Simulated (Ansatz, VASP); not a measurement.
# CsV3 in VASP and in Ansatz

```xyz
4
Lattice="4.1162 0.0000 0.0000 0.0000 4.1162 0.0000 0.0000 0.0000 4.1162" Properties=species:S:1:pos:R:3 pbc="T T T"
Cs    0.0000    0.0000    0.0000
V     0.0000    2.0581    2.0581
V     2.0581    0.0000    2.0581
V     2.0581    2.0581    0.0000
```

Alike in both runs: task relaxation of cell and atoms; functional PBE; k mesh 12 × 12 × 12; occupations gaussian, width 0.1 eV; no spin polarisation.

|  | VASP | Ansatz |
| --- | --- | --- |
| version | VASP 6.6.1 | Ansatz 0.2.0 |
| potentials or method | VASP PAW PBE potentials, release 64 (Cs_sv, V_sv), cutoff 600 eV | scalar-relativistic, plane waves, PAW |
| valence electrons in the cell | 48 | 48 |

```tsv
	VASP	Ansatz	Ansatz less VASP
gap on the k mesh at the Fermi level, each at its own relaxed structure (eV)	none	none	-
relaxed volume (Å³/atom)	17.78	17.49	-0.288
relaxed length of the cell vector where the two differ most in proportion (Å)	4.143	4.120	-0.0225
```

A gap of «none» marks a metal or a gap that the smearing closes.

Spin-orbit coupling is off throughout.
